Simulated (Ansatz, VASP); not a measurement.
**Mn in VASP and in Ansatz**

```
CELL_PARAMETERS angstrom
2.51970 0.00000 0.00000
-1.25985 2.18213 0.00000
0.00000 0.00000 8.15159
ATOMIC_POSITIONS crystal
Mn 0.00000 0.00000 0.00000
Mn 0.00000 0.00000 0.50000
Mn 0.33333 0.66667 0.25000
Mn 0.66667 0.33333 0.75000
```

Alike in both runs: functional BLYP; k mesh 14 × 14 × 4; occupations fermi-dirac, width 0.05 eV; collinear spin.

Ansatz relaxed the structure, and its values are those at the end. VASP's run is a single point on that final structure, the one shown.

|  | VASP | Ansatz |
| --- | --- | --- |
| version | VASP 6.6.1 | Ansatz 0.2.0 |
| potentials or method | VASP PAW PBE potentials, release 64 (Mn_pv), cutoff 520 eV | plane waves (420 eV) with PAW, scalar-relativistic |
| valence electrons in the cell | 52 | 60 |

```csv
,VASP,Ansatz,Ansatz less VASP
pressure (GPa),0.2,0.0,-0.26
net moment per atom (μB),0.04,0.04,0.000
size of the moment on the site where the two differ most (μB),0.76,0.72,-0.040
```

VASP's potentials were made for PBE, not for BLYP. Site moments also hang on the region over which each program counts them. With one functional, cell and mesh, what is left measures potentials, basis and numerics. VASP's potentials hold 52 valence electrons a cell and Ansatz's 60, so a difference there can come from the potentials and not from the codes.
